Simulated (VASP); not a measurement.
Zn15Se16 (a cell with a defect), 31 atoms in the cell. The cell holds a defect, 31 atoms: a = 9.928 Å, b = 9.928 Å, c = 9.928 Å, α = 109.47°, β = 109.47°, γ = 109.47°. 

* Program: VASP 6.6.1
* Task: single point
* Functional: PBE
* Potentials or basis: VASP PAW PBE potentials, release 64 (Zn, Se)
* Cutoff: 520 eV
* k mesh: 2 × 2 × 2, shifted
* Occupations: gaussian, width 0.02 eV
* Spin: no spin polarisation
* Dipole correction: no
* Charge: -2
* Further INCAR settings: LREAL = Auto; ALGO = Normal; EDIFF = 1e-06; NBANDS = 159; NELECT = 278.0

Potentials or basis: VASP PAW PBE potentials, release 64 (Zn, Se).

Command:

```sh
$ cat potpaw_PBE.64/Zn/POTCAR potpaw_PBE.64/Se/POTCAR > POTCAR
$ mpirun -np 1 vasp_std > vasp.out
```

Hardware: 1 thread of Intel(R) Xeon(R) 6975P-C (Granite Rapids), with other jobs on the host.

Question: Estimate the wall time of this run.

Answer: Wall time 5.8 min on 1 thread of Intel(R) Xeon(R) 6975P-C (Granite Rapids), with other jobs on the host, peak memory 1 GiB. Counts: scf iterations 16, k points 2.
